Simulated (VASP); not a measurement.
Set up this calculation in VASP 6.6.1, as the native input.

```
Task                   : relaxation of cell and atoms
Functional             : r2SCAN
Potentials or basis    : VASP PAW PBE potentials, release 64 (Mg, B)
Cutoff                 : 600 eV
k mesh                 : 24 × 24 × 18
Occupations            : gaussian, width 0.1 eV
Spin                   : no spin polarisation
Dipole correction      : no
Further INCAR settings : ALGO = Normal; EDIFF = 1e-06; IBRION = 2; EDIFFG = -0.003; NSW = 80; ISIF = 3
```

Crystal: MgB2.

```xyz
3
Lattice="3.0800 0.0000 0.0000 -1.5400 2.6674 0.0000 0.0000 0.0000 3.5200" Properties=species:S:1:pos:R:3 pbc="T T T"
Mg    0.0000    0.0000    0.0000
B     0.0000    1.7782    1.7600
B     1.5400    0.8891    1.7600
```

One way to write it, as run:

POSCAR

```
MgB2
1.0
    3.0800000000      0.0000000000      0.0000000000
   -1.5400000000      2.6673582400      0.0000000000
    0.0000000000      0.0000000000      3.5200000000
Mg B
1 2
Direct
    0.0000000000      0.0000000000      0.0000000000
    0.3333333333      0.6666666667      0.5000000000
    0.6666666667      0.3333333333      0.5000000000
```

INCAR.step1

```
  PREC = Accurate
  ENCUT = 600
  ISMEAR = 0
  SIGMA = 0.1
  LREAL = F
  LASPH = T
  NELM = 80
  GGA = PE
  ALGO = Normal
  EDIFF = 1E-4
  LWAVE = T
  LCHARG = F
```

INCAR.step2

```
  PREC = Accurate
  ENCUT = 600
  EDIFF = 1E-6
  ISMEAR = 0
  SIGMA = 0.1
  LREAL = F
  LASPH = T
  NELM = 80
  ALGO = Normal
  ISIF = 3
  LWAVE = F
  LCHARG = F
  METAGGA = R2SCAN
  LMIXTAU = T
  IBRION = 2
  NSW = 80
  EDIFFG = -0.003
  ISTART = 1
```

KPOINTS

```
regular mesh
0
Gamma
  24 24 18
```

Potentials or basis: VASP PAW PBE potentials, release 64 (Mg, B).

Command:

```console
$ cat potpaw_PBE.64/Mg/POTCAR potpaw_PBE.64/B/POTCAR > POTCAR
$ cp INCAR.step1 INCAR
$ mpirun -np 1 vasp_std > vasp.out
$ cp INCAR.step2 INCAR
$ mpirun -np 1 vasp_std > vasp.out
```

It gave:

The relaxed volume is 9.52 Å³/atom. The relaxed cell is a = 3.067 Å, b = 3.067 Å, c = 3.503 Å, α = 90.00°, β = 90.00°, γ = 120.00°, the space group after relaxing (to 0.1 Å) is P6/mmm (No. 191) and the energy gained by relaxing is 0.8 meV/atom. The ionic steps are 8 and the pressure after relaxing is 0.0 GPa. The band gap on the k mesh is zero (bands 4 and 5 overlap by 4.03 eV).

Caveat: the PAW data sets were made with another functional, which shifts forces and pressure a little.

Run time: 54 min on 1 thread of Oxide Virtual Turin-like Processor, on a shared host, peak memory 0.32 GiB.
